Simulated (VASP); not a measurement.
# Si (I4_1/amd) in VASP: further runs

Si is run at these levels: PBE; tasks: single point.

Everything below comes from runs of VASP 6.6.1. Logs are shortened: lines on timing, memory, paths and dates and some standing lists are left out, and cuts for length are marked.

## Step 1: The cell of the first run

The structure is tetragonal, space group I4_1/amd (No. 141). Conventional cell: a = 3.840 Å, b = 3.840 Å, c = 5.295 Å, α = 90.00°, β = 90.00°, γ = 90.00°. Si (site symmetry -4m2) has 4 Si at 2.33 Å within 3.1 Å.

## Step 2: Single point, PBE (strain -0.0250 x Voigt [0, 0, 1, 0, 0, 0])

The input, INCAR:

```
SYSTEM = Si
ALGO = Normal
EDIFF = 1E-7
ENCUT = 520
GGA = PE
ISIF = 2
ISMEAR = 0
LASPH = .TRUE.
LCHARG = .FALSE.
LREAL = .FALSE.
LWAVE = .FALSE.
NBANDS = 11
NELM = 100
PREC = Accurate
SIGMA = 0.05
```

The input, KPOINTS:

```
k-points
0
G
  10 10 10
  0 0 0
```

The input, POSCAR:

```
Si
1.0
    0.0000000000      2.7154700000      2.6475832500
    2.7154700000      0.0000000000      2.6475832500
    2.7154700000      2.7154700000      0.0000000000
Si
2
Direct
    0.5000000000      0.5000000000      0.5000000000
    0.7500000000      0.7500000000      0.7500000000
```

Potentials or basis: VASP PAW PBE potentials, release 64 (Si).

Command:

```console
cat potpaw_PBE.64/Si/POTCAR > POTCAR
mpirun -np 1 vasp_std > vasp.out
```

OUTCAR:

```text
SYSTEM = Si
   EDIFF = 1E-7
   ENCUT = 520
   GGA = PE
   ISIF = 2
   ISMEAR = 0
   LASPH = .TRUE.
   LREAL = .FALSE.
   NELM = 100
   PREC = Accurate

 ion  position               nearest neighbor table
   1  0.500  0.500  0.500-   2 2.33   2 2.33   2 2.33   2 2.33
   2  0.750  0.750  0.750-   1 2.33   1 2.33   1 2.33   1 2.33

  LATTYP: Found a body centered tetragonal cell.
 ALAT       =     3.8402545022
 C/A-ratio  =     1.3788582233

  Lattice vectors:

 A1 = (   0.0000000000,  -2.7154700000,  -2.6475832500)
 A2 = (   0.0000000000,   2.7154700000,  -2.6475832500)
 A3 = (   2.7154700000,   0.0000000000,   2.6475832500)

Analysis of symmetry for initial positions (statically):
=====================================================================
 Subroutine PRICEL returns:
 Original cell was already a primitive cell.

 Routine SETGRP: Setting up the symmetry group for a
 body centered tetragonal supercell.

 Subroutine GETGRP returns: Found 16 space group operations
 (whereof  8 operations were pure point group operations)
 out of a pool of 16 trial point group operations.

The static configuration has the point symmetry D_2d.
 The point group associated with its full space group is D_4h.

Analysis of symmetry for dynamics (positions and initial velocities):
=====================================================================
 Subroutine PRICEL returns:
 Original cell was already a primitive cell.

 Routine SETGRP: Setting up the symmetry group for a
 body centered tetragonal supercell.

 Subroutine GETGRP returns: Found 16 space group operations
 (whereof  8 operations were pure point group operations)
 out of a pool of 16 trial point group operations.

The dynamic configuration has the point symmetry D_2d.
 The point group associated with its full space group is D_4h.

 Subroutine INISYM returns: Found 16 space group operations
 (whereof  8 operations are pure point group operations),
 and found     1 'primitive' translations

----------------------------------------------------------------------------------------

                                     Primitive cell

  volume of cell :      39.0454

  direct lattice vectors                    reciprocal lattice vectors
     0.000000000  2.715470000  2.647583250    -0.184130187  0.184130187  0.188851474
     2.715470000  0.000000000  2.647583250     0.184130187 -0.184130187  0.188851474
     2.715470000  2.715470000  0.000000000     0.184130187  0.184130187 -0.188851474

  length of vectors
     3.792555126  3.792555126  3.840254502     0.321671776  0.321671776  0.321671776

  position of ions in fractional coordinates (direct lattice)
     0.500000000  0.500000000  0.500000000
     0.750000000  0.750000000  0.750000000

  ion indices of the primitive-cell ions
   primitive index   ion index
                 1           1
                 2           2

----------------------------------------------------------------------------------------

 KPOINTS: k-points

Automatic generation of k-mesh.
 Grid dimensions read from file:
 generate k-points for:   10   10   10

 Generating k-lattice:

  Cartesian coordinates                     Fractional coordinates (reciprocal lattice)
    -0.018413019  0.018413019  0.018885147     0.100000000  0.000000000  0.000000000
     0.018413019 -0.018413019  0.018885147     0.000000000  0.100000000  0.000000000
     0.018413019  0.018413019 -0.018885147    -0.000000000 -0.000000000  0.100000000

  Length of vectors
     0.032167178  0.032167178  0.032167178

  Shift w.r.t. Gamma in fractional coordinates (k-lattice)
     0.000000000  0.000000000  0.000000000

 Subroutine IBZKPT returns following result:
 ===========================================

 Found    102 irreducible k-points:

 Following reciprocal coordinates:
            Coordinates               Weight
  0.000000  0.000000  0.000000      1.000000
  0.100000  0.000000  0.000000      8.000000
  0.200000  0.000000  0.000000      8.000000
  0.300000  0.000000  0.000000      8.000000
  0.400000  0.000000  0.000000      8.000000
  0.500000  0.000000  0.000000      4.000000
[... 16 lines left out ...]
  0.300000  0.300000  0.000000      2.000000
  0.400000  0.300000  0.000000      8.000000
 [... further k-points ...]
   k-points           NKPTS =    102   k-points in BZ     NKDIM =    102   number of bands    NBANDS=     11
   number of dos      NEDOS =    301   number of ions     NIONS =      2
   total plane-waves  NPLWV =  23520
   dimension x,y,z NGX =    28 NGY =   28 NGZ =   30
   dimension x,y,z NGXF=    56 NGYF=   56 NGZF=   60
   ions per type =               2
   NGX,Y,Z   is equivalent  to a cutoff of  12.27, 12.27, 12.99 a.u.
   NGXF,Y,Z  is equivalent  to a cutoff of  24.55, 24.55, 25.97 a.u.
 SYSTEM =  Si
   PREC   = accura    normal or accurate (medium, high low for compatibility)
   ISTART =      0    job   : 0-new  1-cont  2-samecut
   ICHARG =      2    charge: 1-file 2-atom 10-const
   ISPIN  =      1    spin polarized calculation?
   LNONCOLLINEAR =      F non collinear calculations
   LSORBIT =      F    spin-orbit coupling
   LASPH  =      T    aspherical Exc in radial PAW
   ENCUT  =  520.0 eV  38.22 Ry    6.18 a.u.   7.05  7.05  7.14*2*pi/ulx,y,z
   NELM   =    100;   NELMIN=  2; NELMDL= -5     # of ELM steps
   EDIFF  = 0.1E-06   stopping-criterion for ELM
   LREAL  =      F    real-space projection
   EDIFFG = 0.1E-05   stopping-criterion for IOM
   NSW    =      0    number of steps for IOM
   IBRION =     -1    ionic relax: 0-MD 1-quasi-New 2-CG
   NFREE  =      0    steps in history (QN), initial steepest desc. (CG)
   ISIF   =      2    stress and relaxation
   ISYM   =      2    0-nonsym 1-usesym 2-fastsym
   POTIM  = 0.5000    time-step for ionic-motion
   TEBEG  =    0.0;   TEEND  =   0.0 temperature during run
   PSTRESS=    0.0 pullay stress
   NELECT =       8.0000    total number of electrons
   NUPDOWN=      -1.0000    fix difference up-down
   EMIN   =  10.00;   EMAX   =-10.00  energy-range for DOS
   EFERMI =   0.00;   METHOD = LEGACY
   ISMEAR =     0;   SIGMA  =   0.05  broadening in eV -4-tet -1-fermi 0-gaus
   EFERMI_NEDOS =   21; number of points for ismear=-14 and -15
   IALGO  =     38    algorithm
   IMIX   =      4    mixing-type and parameters
     AMIX     =   0.40;   BMIX     =  1.00
     AMIX_MAG =   1.60;   BMIX_MAG =  1.00
  volume/ion in A,a.u.               =      19.52       131.75
  Fermi-wavevector in a.u.,A,eV,Ry     =   0.965121  1.823814 12.673254  0.931458
  Thomas-Fermi vector in A             =   2.094810
   LORBIT       =      0    0 simple, 1 ext, 2 COOP (PROOUT), +10 PAW based schemes
   GGA     = PE    functional components
   LHFCALC =     F    Hartree Fock is set to
   AEXX    =    0.0000 exact exchange contribution
   IVDW    =     0    specifies the selected vdW correction
   LEPSILON=     F    determine dielectric tensor
   LRPA    =     F    only Hartree local field effects (RPA)
 non-spin polarized calculation
 Gauss-broadening in eV      SIGMA  =   0.05
  energy-cutoff  :      520.00
  volume of cell :       39.05
 maximum number of plane-waves:      1066
   NGX = 15   NGY = 15   NGZ = 15

 number of electron       8.0000000 magnetization

 Free energy of the ion-electron system (eV)
  ---------------------------------------------------
  ext. energy  EPLUGINS =         0.00000000
  ---------------------------------------------------
  free energy    TOTEN  =       -10.81930105 eV

  energy without entropy =      -10.81930098  energy(sigma->0) =      -10.81930102

 E-fermi :   6.3318     XC(G=0):  -9.5087

 val. band max:        6.2020186653   @ k =   0.0000   0.0000   0.0000
 cond. band min:       6.4678078942   @ k =   0.4000   0.4000   0.0000
 fundamental gap:      0.2657892289
 Fermi energy:         6.3318481022

 k-point     1 :       0.0000    0.0000    0.0000
  band No.  band energies     occupation
      1      -6.0479      2.00000
      2       6.0268      2.00000
      3       6.0268      2.00000
      4       6.2020      1.99976
      5       8.6022      0.00000
      6       8.6939      0.00000
      7       8.6939      0.00000
      8       9.7433      0.00000
      9      13.5854      0.00000
     10      14.0422      0.00000
     11      14.1461      0.00000

 k-point     2 :       0.1000    0.0000    0.0000
  band No.  band energies     occupation
      1      -5.9141      2.00000
      2       4.9334      2.00000
      3       5.8158      2.00000
      4       5.9517      2.00000
      5       8.7008      0.00000
      6       8.9530      0.00000
      7       8.9891      0.00000
      8      10.6161      0.00000
      9      13.2560      0.00000
     10      13.6434      0.00000
     11      14.6943      0.00000

 k-point     3 :       0.2000    0.0000    0.0000
  band No.  band energies     occupation
      1      -5.5187      2.00000
      2       3.0477      2.00000
      3       5.4100      2.00000
      4       5.5778      2.00000
      5       8.3772      0.00000
      6       9.4682      0.00000
      7       9.4899      0.00000
      8      12.3529      0.00000
      9      13.0284      0.00000
     10      13.2477      0.00000
     11      15.3421      0.00000
[... 267 lines left out ...]
 k-point    23 :       0.3000    0.3000    0.0000
  band No.  band energies     occupation
      1      -4.4191      2.00000
      2       1.7844      2.00000
      3       3.6933      2.00000
      4       3.6933      2.00000
      5       6.7683      0.00000
      6       8.4633      0.00000
      7      12.8516      0.00000
      8      12.8516      0.00000
      9      15.4138      0.00000
     10      15.6359      0.00000
     11      18.9486      0.00000

 k-point    24 :       0.4000    0.3000    0.0000
  band No.  band energies     occupation
      1      -3.7800      2.00000
      2       0.7274      2.00000
      3       3.0986      2.00000
      4       3.4756      2.00000
      5       6.9560      0.00000
      6       8.2176      0.00000
      7      13.1963      0.00000
      8      13.2068      0.00000
      9      16.5670      0.00000
     10      17.2628      0.00000
     11      18.5170      0.00000

 [... further k-points ...]

------------------------ aborting loop because EDIFF is reached ----------------------------------------

  FORCE on cell =-STRESS in cart. coord.  units (eV):
  Direction    XX          YY          ZZ          XY          YZ          ZX
  --------------------------------------------------------------------------------------
  -------------------------------------------------------------------------------------
  Total        0.9063889      0.9063889      1.4755079      0.0000000      0.0000000      0.0000000
  in kB       37.1925119     37.1925119     60.5455875      0.0000000      0.0000000      0.0000000
  external PRESSURE =      44.9768704 kB  Pullay stress =       0.0000000 kB

 VOLUME and BASIS-vectors are now :
 -----------------------------------------------------------------------------
  energy-cutoff  :      520.00
  volume of cell :       39.05
      direct lattice vectors                 reciprocal lattice vectors
     0.000000000  2.715470000  2.647583250    -0.184130187  0.184130187  0.188851474
     2.715470000  0.000000000  2.647583250     0.184130187 -0.184130187  0.188851474
     2.715470000  2.715470000  0.000000000     0.184130187  0.184130187 -0.188851474

 POSITION                                       TOTAL-FORCE (eV/Angst)
 -----------------------------------------------------------------------------------
      2.71547      2.71547      2.64758         0.000000      0.000000      0.000000
      4.07320      4.07320      3.97137        -0.000000     -0.000000     -0.000000
 -----------------------------------------------------------------------------------
    total drift:                                0.000000      0.000000     -0.000000

  FREE ENERGIE OF THE ION-ELECTRON SYSTEM (eV)
  ---------------------------------------------------
  free  energy   TOTEN  =       -10.8193010497 eV

  energy  without entropy=      -10.8193009817  energy(sigma->0) =      -10.81930102
```

It took 71 s on 1 thread of AMD EPYC 7R43 (Zen 3), shared host; peak memory 0.13 GiB.

Results:

* Free energy: -10.8193 eV
* Pressure: 4.5 GPa
* Band gap on the k mesh: 0.27 eV, indirect (least direct gap 2.40 eV)

Caveat: the cell differs from its parent crystal (strain -0.0250 x Voigt [0, 0, 1, 0, 0, 0]). A k mesh can miss the band edges.

## Step 3: Single point, PBE (strain +0.0250 x Voigt [0, 0, 1, 0, 0, 0])

The input, INCAR:

```
PREC     = Accurate       # precision mode
ENCUT    = 520            # plane-wave cutoff, eV
EDIFF    = 1E-6           # SCF threshold, eV
ISMEAR   = 0              # smearing method
SIGMA    = 0.05           # smearing width, eV
LREAL    = False          # projectors in reciprocal space
LASPH    = True           # aspherical terms in the spheres
NELM     = 80             # most SCF steps
ALGO     = Normal         # electronic algorithm
ISIF     = 2              # what is computed and relaxed
LWAVE    = False          # write WAVECAR
LCHARG   = False          # write CHGCAR
GGA      = PE             # functional
NBANDS   = 11             # bands
```

The input, KPOINTS:

```
Automatic mesh
0
Gamma
  10 10 10
```

The input, POSCAR:

```
Si
1.0
    0.0000000000      2.7154700000      2.7833567500
    2.7154700000      0.0000000000      2.7833567500
    2.7154700000      2.7154700000      0.0000000000
Si
2
Direct
    0.5000000000      0.5000000000      0.5000000000
    0.7500000000      0.7500000000      0.7500000000
```

Potentials or basis: VASP PAW PBE potentials, release 64 (Si).

Command:

```console
cat potpaw_PBE.64/Si/POTCAR > POTCAR
mpirun -np 1 vasp_std > vasp.out
```

Wall time 62 s (1 thread of AMD EPYC 7R43 (Zen 3), shared host); peak memory 0.13 GiB.

Results (log left out):

- Free energy: -10.8439 eV
- Pressure: -0.4 GPa
- Band gap on the k mesh: 0.49 eV, indirect (least direct gap 2.47 eV)

Stress tensor (GPa, compression positive):
```
 0.46  0.00  0.00
 0.00  0.46  0.00
 0.00  0.00 -2.01
```

Levels at points of the mesh, in eV from the valence-band top:
| k point | band 1 | band 2 | band 3 | band 4 | band 5 | band 6 | band 7 | band 8 |
| --- | --- | --- | --- | --- | --- | --- | --- | --- |
| (0.00, 0.00, 0.00) | -11.85 | -0.18 | 0.00 | 0.00 | 2.47 | 2.47 | 2.56 | 3.02 |
| (0.50, 0.00, 0.00) | -9.58 | -6.91 | -1.35 | -1.12 | 1.37 | 3.22 | 3.38 | 7.64 |
| (0.50, 0.50, 0.00) | -7.89 | -7.89 | -2.72 | -2.72 | 0.83 | 0.83 | 9.86 | 9.86 |
| (0.50, 0.00, 0.50) | -7.75 | -7.75 | -2.90 | -2.90 | 0.64 | 0.64 | 9.75 | 9.75 |

Caveat: the cell differs from its parent crystal (strain +0.0250 x Voigt [0, 0, 1, 0, 0, 0]).

## Step 4: Single point, PBE (strain +0.0500 x Voigt [0, 0, 1, 0, 0, 0])

The input, INCAR:

```
PREC = Accurate ; ENCUT = 520
EDIFF = 1E-6 ; ISMEAR = 0
SIGMA = 0.05 ; LREAL = F
LASPH = T ; NELM = 60
ALGO = Normal ; ISIF = 2
LWAVE = F ; LCHARG = F
GGA = PE ; NBANDS = 11
```

The input, KPOINTS:

```
regular mesh
0
Gamma
  10 10 10
```

The input, POSCAR:

```
Si
1.0
    0.0000000000      2.7154700000      2.8512435000
    2.7154700000      0.0000000000      2.8512435000
    2.7154700000      2.7154700000      0.0000000000
Si
2
Direct
    0.5000000000      0.5000000000      0.5000000000
    0.7500000000      0.7500000000      0.7500000000
```

Command:

```console
cat potpaw_PBE.64/Si/POTCAR > POTCAR
mpirun -np 1 vasp_std > vasp.out
```

Wall time 60 s (1 thread of AMD EPYC 7R43 (Zen 3), shared host); peak memory 0.14 GiB.

It converged, with:

```yaml
Free_energy: -10.8195 eV
Pressure: -2.4 GPa
Band_gap_on_the_k_mesh: 0.41 eV, indirect (least direct gap 2.21 eV)
```

Stress tensor (GPa, compression positive):
```
-0.72  0.00  0.00
 0.00 -0.72  0.00
 0.00  0.00 -5.75
```

Levels at points of the mesh, in eV from the valence-band top:
```
           k point  band 2  band 3  band 4  band 5  band 6  band 7
(0.00, 0.00, 0.00)   -0.36    0.00    0.00    2.37    2.37    2.55
(0.50, 0.00, 0.00)   -6.86   -1.50   -1.04    1.17    3.15    3.42
(0.50, 0.50, 0.00)   -7.96   -2.60   -2.60    0.94    0.94    9.60
(0.50, 0.00, 0.50)   -7.69   -2.95   -2.95    0.56    0.56    9.30
```

Caveat: the cell differs from its parent crystal (strain +0.0500 x Voigt [0, 0, 1, 0, 0, 0]). A k mesh can miss the band edges.

## Step 5: The runs side by side

```tsv
cell	gap on the mesh (eV)	pressure (GPa)
a = 3.793, b = 3.793, c = 3.840 Å, angles 59.6, 59.6, 60.8°, 2 atoms	0.27	4.5
a = 3.889, b = 3.889, c = 3.840 Å, angles 60.4, 60.4, 59.2°, 2 atoms	0.49	-0.4
a = 3.937, b = 3.937, c = 3.840 Å, angles 60.8, 60.8, 58.4°, 2 atoms	0.41	-2.4
```

Alike in all rows: task single point; level PBE; potentials or basis VASP PAW PBE potentials, release 64 (Si); no spin polarisation; k mesh 10 × 10 × 10; cutoff (eV) 520; smearing gaussian 0.05 eV.

Absolute energies hang on the potentials; compare differences alone.
